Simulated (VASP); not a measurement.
# Na (Im-3m) in VASP: a series of runs

The runs below take Na through electric field gradients, with PBE.

Program: VASP 6.6.1. These are calculated values, not measurements. Logs are shortened: lines on timing, memory, paths and dates and some standing lists are left out, and cuts for length are marked.

### 1 The cell of the first run

It takes space group Im-3m (No. 229, cubic). The conventional cell has a = 4.149 Å, b = 4.149 Å, c = 4.149 Å, α = 90.00°, β = 90.00°, γ = 90.00°. Na (site symmetry m-3m) has 14 Na at 3.59 to 4.15 Å within 4.7 Å.

### 2 Electric field gradients, PBE (volume scaled by 0.9405)

The input, INCAR:

```
SYSTEM = Na
ALGO = Normal
EDIFF = 1E-8
ENCUT = 520
GGA = PE
ISIF = 2
ISMEAR = -1
LASPH = .True.
LCHARG = .False.
LEFG = .True.
LREAL = .False.
LWAVE = .False.
NBANDS = 10
NELM = 60
PREC = Accurate
SIGMA = 0.03
```

The input, KPOINTS:

```
k-points
0
Gamma
  11 11 11
  0 0 0
```

The input, POSCAR:

```
Na
1.0
   -2.0746412990      2.0746412990      2.0746412990
    2.0746412990     -2.0746412990      2.0746412990
    2.0746412990      2.0746412990     -2.0746412990
Na
1
Direct
    0.0000000000      0.0000000000      0.0000000000
```

Potentials or basis: VASP PAW PBE potentials, release 64 (Na_pv).

The run is started by

```bash
$ cat potpaw_PBE.64/Na_pv/POTCAR > POTCAR
$ mpirun -np 1 vasp_std > vasp.out
```

OUTCAR:

```text
SYSTEM = Na
   EDIFF = 1E-8
   ENCUT = 520
   GGA = PE
   ISIF = 2
   ISMEAR = -1
   LASPH = .True.
   LREAL = .False.
   NELM = 60
   PREC = Accurate

 ion  position               nearest neighbor table
   1  0.000  0.000  0.000-

  LATTYP: Found a body centered cubic cell.
 ALAT       =     4.1492825980

  Lattice vectors:

 A1 = (  -2.0746412990,   2.0746412990,   2.0746412990)
 A2 = (   2.0746412990,  -2.0746412990,   2.0746412990)
 A3 = (   2.0746412990,   2.0746412990,  -2.0746412990)

Analysis of symmetry for initial positions (statically):
=====================================================================
 Subroutine PRICEL returns:
 Original cell was already a primitive cell.

 Routine SETGRP: Setting up the symmetry group for a
 body centered cubic supercell.

 Subroutine GETGRP returns: Found 48 space group operations
 (whereof 48 operations were pure point group operations)
 out of a pool of 48 trial point group operations.

The static configuration has the point symmetry O_h .

Analysis of symmetry for dynamics (positions and initial velocities):
=====================================================================
 Subroutine PRICEL returns:
 Original cell was already a primitive cell.

 Routine SETGRP: Setting up the symmetry group for a
 body centered cubic supercell.

 Subroutine GETGRP returns: Found 48 space group operations
 (whereof 48 operations were pure point group operations)
 out of a pool of 48 trial point group operations.

The dynamic configuration has the point symmetry O_h .

 Subroutine INISYM returns: Found 48 space group operations
 (whereof 48 operations are pure point group operations),
 and found     1 'primitive' translations

----------------------------------------------------------------------------------------

                                     Primitive cell

  volume of cell :      35.7182

  direct lattice vectors                    reciprocal lattice vectors
    -2.074641299  2.074641299  2.074641299     0.000000000  0.241005518  0.241005518
     2.074641299 -2.074641299  2.074641299     0.241005518  0.000000000  0.241005518
     2.074641299  2.074641299 -2.074641299     0.241005518  0.241005518  0.000000000

  length of vectors
     3.593384137  3.593384137  3.593384137     0.340833272  0.340833272  0.340833272

  position of ions in fractional coordinates (direct lattice)
     0.000000000  0.000000000  0.000000000

  ion indices of the primitive-cell ions
   primitive index   ion index
                 1           1

----------------------------------------------------------------------------------------

 KPOINTS: k-points

Automatic generation of k-mesh.
 Grid dimensions read from file:
 generate k-points for:   11   11   11

 Generating k-lattice:

  Cartesian coordinates                     Fractional coordinates (reciprocal lattice)
     0.000000000  0.021909593  0.021909593     0.090909091  0.000000000  0.000000000
     0.021909593  0.000000000  0.021909593     0.000000000  0.090909091  0.000000000
     0.021909593  0.021909593  0.000000000     0.000000000  0.000000000  0.090909091

  Length of vectors
     0.030984843  0.030984843  0.030984843

  Shift w.r.t. Gamma in fractional coordinates (k-lattice)
     0.000000000  0.000000000  0.000000000

 Subroutine IBZKPT returns following result:
 ===========================================

 Found     56 irreducible k-points:

 Following reciprocal coordinates:
            Coordinates               Weight
  0.000000  0.000000  0.000000      1.000000
  0.090909  0.000000  0.000000     12.000000
  0.181818  0.000000  0.000000     12.000000
  0.272727  0.000000  0.000000     12.000000
  0.363636  0.000000  0.000000     12.000000
  0.454545  0.000000  0.000000     12.000000
[... 16 lines left out ...]
  0.272727  0.181818  0.090909     48.000000
  0.363636  0.181818  0.090909     24.000000
 [... further k-points ...]
   k-points           NKPTS =     56   k-points in BZ     NKDIM =     56   number of bands    NBANDS=     10
   number of dos      NEDOS =    301   number of ions     NIONS =      1
   total plane-waves  NPLWV =  21952
   dimension x,y,z NGX =    28 NGY =   28 NGZ =   28
   dimension x,y,z NGXF=    56 NGYF=   56 NGZF=   56
   ions per type =               1
   NGX,Y,Z   is equivalent  to a cutoff of  12.95, 12.95, 12.95 a.u.
   NGXF,Y,Z  is equivalent  to a cutoff of  25.91, 25.91, 25.91 a.u.
 SYSTEM =  Na
   PREC   = accura    normal or accurate (medium, high low for compatibility)
   ISTART =      0    job   : 0-new  1-cont  2-samecut
   ICHARG =      2    charge: 1-file 2-atom 10-const
   ISPIN  =      1    spin polarized calculation?
   LNONCOLLINEAR =      F non collinear calculations
   LSORBIT =      F    spin-orbit coupling
   LASPH  =      T    aspherical Exc in radial PAW
   ENCUT  =  520.0 eV  38.22 Ry    6.18 a.u.   6.68  6.68  6.68*2*pi/ulx,y,z
   NELM   =     60;   NELMIN=  2; NELMDL= -5     # of ELM steps
   EDIFF  = 0.1E-07   stopping-criterion for ELM
   LREAL  =      F    real-space projection
   EDIFFG = 0.1E-06   stopping-criterion for IOM
   NSW    =      0    number of steps for IOM
   IBRION =     -1    ionic relax: 0-MD 1-quasi-New 2-CG
   NFREE  =      0    steps in history (QN), initial steepest desc. (CG)
   ISIF   =      2    stress and relaxation
   ISYM   =      2    0-nonsym 1-usesym 2-fastsym
   POTIM  = 0.5000    time-step for ionic-motion
   TEBEG  =    0.0;   TEEND  =   0.0 temperature during run
   PSTRESS=    0.0 pullay stress
   NELECT =       7.0000    total number of electrons
   NUPDOWN=      -1.0000    fix difference up-down
   EMIN   =  10.00;   EMAX   =-10.00  energy-range for DOS
   EFERMI =   0.00;   METHOD = LEGACY
   ISMEAR =    -1;   SIGMA  =   0.03  broadening in eV -4-tet -1-fermi 0-gaus
   EFERMI_NEDOS =   21; number of points for ismear=-14 and -15
   IALGO  =     38    algorithm
   IMIX   =      4    mixing-type and parameters
     AMIX     =   0.40;   BMIX     =  1.00
     AMIX_MAG =   1.60;   BMIX_MAG =  1.00
  volume/ion in A,a.u.               =      35.72       241.04
  Fermi-wavevector in a.u.,A,eV,Ry     =   0.950921  1.796980 12.303082  0.904251
  Thomas-Fermi vector in A             =   2.079343
   LORBIT       =      0    0 simple, 1 ext, 2 COOP (PROOUT), +10 PAW based schemes
   GGA     = PE    functional components
   LHFCALC =     F    Hartree Fock is set to
   AEXX    =    0.0000 exact exchange contribution
   IVDW    =     0    specifies the selected vdW correction
   LEPSILON=     F    determine dielectric tensor
   LRPA    =     F    only Hartree local field effects (RPA)
 non-spin polarized calculation
  energy-cutoff  :      520.00
  volume of cell :       35.72
 maximum number of plane-waves:       971
   NGX = 13   NGY = 13   NGZ = 13

 number of electron       6.9999988 magnetization

 Free energy of the ion-electron system (eV)
  ---------------------------------------------------
  ext. energy  EPLUGINS =         0.00000000
  ---------------------------------------------------
  free energy    TOTEN  =        -1.31338526 eV

  energy without entropy =       -1.31220283  energy(sigma->0) =       -1.31279404

 E-fermi :   0.4485     XC(G=0):  -6.5998

 val. band max:        0.4075576477   @ k =  -0.3636   0.4545   0.0909
 cond. band min:       0.5464361856   @ k =   0.1818   0.1818   0.1818
 fundamental gap:      0.1388785379
 Fermi energy:         0.4485022461

 k-point     1 :       0.0000    0.0000    0.0000
  band No.  band energies     occupation
      1     -24.4355      2.00000
      2     -24.4355      2.00000
      3     -24.4355      2.00000
      4      -2.9191      2.00000
      5      12.4143      0.00000
      6      12.4143      0.00000
      7      12.4143      0.00000
      8      13.4358      0.00000
      9      13.4358      0.00000
     10      14.0088      0.00000

 k-point     2 :       0.0909    0.0000    0.0000
  band No.  band energies     occupation
      1     -24.4388      2.00000
      2     -24.4366      2.00000
      3     -24.4355      2.00000
      4      -2.7696      2.00000
      5      10.6878      0.00000
      6      11.5802      0.00000
      7      11.9166      0.00000
      8      12.4634      0.00000
      9      12.8435      0.00000
     10      14.4157      0.00000
[... 274 lines left out ...]
 k-point    24 :       0.3636    0.1818    0.0909
  band No.  band energies     occupation
      1     -24.4686      2.00000
      2     -24.4536      2.00000
      3     -24.4416      2.00000
      4       1.8299      0.00000
      5       2.3457      0.00000
      6       5.1393      0.00000
      7       7.0639      0.00000
      8      14.0578      0.00000
      9      15.4749      0.00000
     10      16.6001      0.00000

 [... further k-points ...]
[... 5 lines left out ...]
  --------------------------------------------------------------------------------------
  -------------------------------------------------------------------------------------
  Total        0.0609007      0.0609007      0.0609007      0.0000000      0.0000000     -0.0000000
  in kB        2.7317690      2.7317690      2.7317690      0.0000000      0.0000000     -0.0000000
  external PRESSURE =       2.7317690 kB  Pullay stress =       0.0000000 kB

 VOLUME and BASIS-vectors are now :
 -----------------------------------------------------------------------------
  energy-cutoff  :      520.00
  volume of cell :       35.72
      direct lattice vectors                 reciprocal lattice vectors
    -2.074641299  2.074641299  2.074641299     0.000000000  0.241005518  0.241005518
     2.074641299 -2.074641299  2.074641299     0.241005518  0.000000000  0.241005518
     2.074641299  2.074641299 -2.074641299     0.241005518  0.241005518  0.000000000

 POSITION                                       TOTAL-FORCE (eV/Angst)
 -----------------------------------------------------------------------------------
      0.00000      0.00000      0.00000        -0.000000     -0.000000      0.000000
 -----------------------------------------------------------------------------------
    total drift:                               -0.000000     -0.000000     -0.000000

  FREE ENERGIE OF THE ION-ELECTRON SYSTEM (eV)
  ---------------------------------------------------
  free  energy   TOTEN  =        -1.3133852589 eV

  energy  without entropy=       -1.3122028259  energy(sigma->0) =       -1.31279404

 Electric field gradients (V/A^2)
---------------------------------------------------------------------
 ion       V_xx      V_yy      V_zz      V_xy      V_xz      V_yz
---------------------------------------------------------------------
   1      -0.000     0.000    -0.000    -0.005    -0.005    -0.005
---------------------------------------------------------------------

 Electric field gradients after diagonalization (V/A^2)
 (convention: |V_zz| > |V_xx| > |V_yy|)
----------------------------------------------------------------------
 ion       V_xx      V_yy      V_zz     asymmetry (V_yy - V_xx)/ V_zz
----------------------------------------------------------------------
   1       0.005     0.005    -0.010       0.000
----------------------------------------------------------------------

           NMR quadrupolar parameters

 Cq : quadrupolar parameter    Cq=e*Q*V_zz/h
 eta: asymmetry parameters     (V_yy - V_xx)/ V_zz
 Q  : nuclear electric quadrupole moment in mb (millibarn)
----------------------------------------------------------------------
 ion       Cq(MHz)       eta       Q (mb)
----------------------------------------------------------------------
   1      -0.000       0.000       1.000
----------------------------------------------------------------------
```

It took 9.8 s on 1 thread of Intel Xeon Platinum 8488C (Sapphire Rapids), shared host; peak memory 0.15 GiB.

What came out:

| Property | Result |
| --- | --- |
| Free energy | -1.3134 eV |
| Pressure | 0.3 GPa |

Caveat: without QUAD_EFG the Cq values of the log hold for a quadrupole moment of 1 mb, not for the nuclei.

[end of part 1 of 2]
